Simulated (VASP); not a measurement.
# ZnS (P6_3mc) in VASP: a series of runs, part 2 of 2

VASP 6.6.1. Earlier steps stand in the parts before.

### 5 Single point, PBE

This run uses another cell than the first one, of the same volume but with other edges.

INCAR reads:

```
SYSTEM = ZnS
PREC = Accurate
ENCUT = 520
EDIFF = 1E-7
ISMEAR = 0
SIGMA = 0.05
LREAL = .False.
LASPH = .True.
NELM = 100
ALGO = Normal
ISIF = 2
LWAVE = .False.
LCHARG = .False.
GGA = PE
NBANDS = 26
```

KPOINTS reads:

```
regular mesh
0
Gamma
  9 9 4
  0 0 0
```

POSCAR reads:

```
ZnS
1.0
    3.9350570224      0.0000000000      0.0000000000
   -1.9675285112      3.4078593468      0.0000000000
    0.0000000000      0.0000000000      6.0202437386
Zn S
2 2
Direct
    0.3333333333      0.6666666667      0.0052003725
    0.6666666667      0.3333333333      0.5052003725
    0.3333333333      0.6666666667      0.4194587200
    0.6666666667      0.3333333333      0.9194587200
```

Potentials or basis: VASP PAW PBE potentials, release 64 (Zn, S).

Launch:

```sh
$ cat potpaw_PBE.64/Zn/POTCAR potpaw_PBE.64/S/POTCAR > POTCAR
$ mpirun -np 1 vasp_std > vasp.out
```

OUTCAR:

```text
SYSTEM = ZnS
   PREC = Accurate
   ENCUT = 520
   EDIFF = 1E-7
   ISMEAR = 0
   LREAL = .False.
   LASPH = .True.
   NELM = 100
   ISIF = 2
   GGA = PE

 ion  position               nearest neighbor table
   1  0.333  0.667  0.005-   4 2.33   4 2.33   4 2.33   3 2.49
   2  0.667  0.333  0.505-   3 2.33   3 2.33   3 2.33   4 2.49
   3  0.333  0.667  0.419-   2 2.33   2 2.33   2 2.33   1 2.49
   4  0.667  0.333  0.919-   1 2.33   1 2.33   1 2.33   2 2.49

  LATTYP: Found a hexagonal cell.
 ALAT       =     3.9350570224
 C/A-ratio  =     1.5299000000
[... 896 lines left out ...]
  Direction    XX          YY          ZZ          XY          YZ          ZX
  --------------------------------------------------------------------------------------
  -------------------------------------------------------------------------------------
  Total       -0.1354113     -0.1354113      0.5503819      0.0000000      0.0000000      0.0000000
  in kB       -2.6873163     -2.6873163     10.9226492      0.0000000      0.0000000      0.0000000
  external PRESSURE =       1.8493389 kB  Pullay stress =       0.0000000 kB

 VOLUME and BASIS-vectors are now :
 -----------------------------------------------------------------------------
  energy-cutoff  :      520.00
  volume of cell :       80.73
      direct lattice vectors                 reciprocal lattice vectors
     3.935057022  0.000000000  0.000000000     0.254125924  0.146719670  0.000000000
    -1.967528511  3.407859347  0.000000000     0.000000000  0.293439341  0.000000000
     0.000000000  0.000000000  6.020243739     0.000000000  0.000000000  0.166106231

 POSITION                                       TOTAL-FORCE (eV/Angst)
 -----------------------------------------------------------------------------------
     -0.00000      2.27191      0.03131        -0.000000      0.000000      0.571951
      1.96753      1.13595      3.04143         0.000000     -0.000000      0.571951
     -0.00000      2.27191      2.52524        -0.000000     -0.000000     -0.571951
      1.96753      1.13595      5.53537         0.000000     -0.000000     -0.571951
 -----------------------------------------------------------------------------------
    total drift:                               -0.000001     -0.000001     -0.000034

  FREE ENERGIE OF THE ION-ELECTRON SYSTEM (eV)
  ---------------------------------------------------
  free  energy   TOTEN  =       -13.5135333747 eV

  energy  without entropy=      -13.5135333747  energy(sigma->0) =      -13.51353337
```

OSZICAR:

```text
N       E                     dE             d eps       ncg     rms          rms(c)
DAV:   1     0.242412439480E+03    0.24241E+03   -0.17083E+04  1872   0.166E+03
DAV:   2     0.100611958971E+02   -0.23235E+03   -0.22214E+03  1944   0.347E+02
DAV:   3    -0.138181413212E+02   -0.23879E+02   -0.23637E+02  2214   0.111E+02
DAV:   4    -0.143965666904E+02   -0.57843E+00   -0.57713E+00  2194   0.173E+01
DAV:   5    -0.144056138862E+02   -0.90472E-02   -0.90445E-02  2286   0.213E+00    0.936E+00
DAV:   6    -0.135259174117E+02    0.87970E+00   -0.17125E+00  2848   0.367E+01    0.727E+00
DAV:   7    -0.135172866975E+02    0.86307E-02   -0.11644E+00  1986   0.637E+00    0.343E+00
DAV:   8    -0.135124829688E+02    0.48037E-02   -0.35525E-02  2342   0.194E+00    0.936E-01
DAV:   9    -0.135131160468E+02   -0.63308E-03   -0.76268E-03  2466   0.138E+00    0.216E-01
DAV:  10    -0.135133014875E+02   -0.18544E-03   -0.74587E-04  2144   0.341E-01    0.882E-02
DAV:  11    -0.135135295024E+02   -0.22801E-03   -0.36868E-04  1960   0.127E-01    0.519E-02
DAV:  12    -0.135135292012E+02    0.30116E-06   -0.13626E-05  2284   0.317E-02    0.146E-02
DAV:  13    -0.135135326772E+02   -0.34760E-05   -0.30715E-06  1962   0.104E-02    0.307E-03
DAV:  14    -0.135135333368E+02   -0.65956E-06   -0.95439E-07  2096   0.953E-03    0.224E-03
DAV:  15    -0.135135333747E+02   -0.37963E-07   -0.14042E-07  1834   0.375E-03
   1 F= -.13513533E+02 E0= -.13513533E+02  d E =-.296236E-15
```

It took 2.1 min on 1 thread of Intel Xeon 8259CL, shared host; peak memory 0.23 GiB.

Results:

| Item | Value |
| --- | --- |
| Free energy | -13.5135 eV |
| Pressure | 0.2 GPa |
| Largest force | 0.572 eV/Å |
| Band gap on the k mesh | 1.92 eV |

Forces in eV/Å, atoms in the order of the input:
```
Zn   0.000  0.000  0.572
Zn   0.000  0.000  0.572
S    0.000  0.000 -0.572
S    0.000  0.000 -0.572
```

Stress tensor (GPa, compression positive):
```
-0.27  0.00  0.00
 0.00 -0.27  0.00
 0.00  0.00  1.09
```

Caveat: an odd mesh through Γ misses points on the zone boundary, where band edges can lie.

### 6 The runs side by side

| cell | gap on the mesh (eV) | pressure (GPa) | largest force (eV/Å) |
| --- | --- | --- | --- |
| a = 3.688, b = 3.688, c = 6.852 Å, angles 90.0, 90.0, 120.0°, 4 atoms, atomic positions A | 2.02 | 5.2 | 0.73 |
| a = 4.033, b = 4.033, c = 5.730 Å, angles 90.0, 90.0, 120.0°, 4 atoms, atomic positions A | 1.67 | 0.5 | 0.13 |
| a = 4.142, b = 4.142, c = 5.432 Å, angles 90.0, 90.0, 120.0°, 4 atoms, atomic positions B | 1.86 | 11.0 | 4.84 |
| a = 3.935, b = 3.935, c = 6.020 Å, angles 90.0, 90.0, 120.0°, 4 atoms, atomic positions C | 1.92 | 0.2 | 0.57 |

Alike in all rows: task single point; level PBE; potentials or basis VASP PAW PBE potentials, release 64 (Zn, S); no spin polarisation; k mesh 9 × 9 × 4; cutoff (eV) 520; smearing gaussian 0.05 eV.

Caveats: an odd mesh through Γ misses points on the zone boundary, where band edges can lie (at least some runs); the cell stands under pressure (at least some runs); forces of over 1 eV/Å act on the atoms, so gaps and moduli don't describe the material at rest (at least some runs).

Total energies depend on the potentials used, so only differences within one code and one set of settings carry meaning.
